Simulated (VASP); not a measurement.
HfB:

```
Hf B
1.0
     0.00000    2.27878    2.27878
     2.27878    0.00000    2.27878
     2.27878    2.27878    0.00000
Hf B
1 1
Direct
  0.50000 0.50000 0.50000
  0.00000 0.00000 0.00000
```

Base run:

| Item | Value |
| --- | --- |
| Program | VASP 6.6.1 |
| Functional | LDA |
| Potentials or basis | VASP PAW LDA potentials, release 64 (Hf_pv, B) |
| Cutoff | 520 eV |
| k mesh | 10 × 10 × 10 |
| Occupations | fermi-dirac, width 0.05 eV |
| Spin | no spin polarisation |

Its results: pressure 31.3 GPa.

Q: The run is repeated on the same cell with these changes: functional from LDA to r2SCAN; potentials or basis from VASP PAW LDA potentials, release 64 (Hf_pv, B) to VASP PAW PBE potentials, release 64 (Hf_pv, B). What comes out?

A: Pressure 42.0 GPa.

Caveats: the PAW data sets were made with another functional, which shifts forces and pressure a little (some runs).
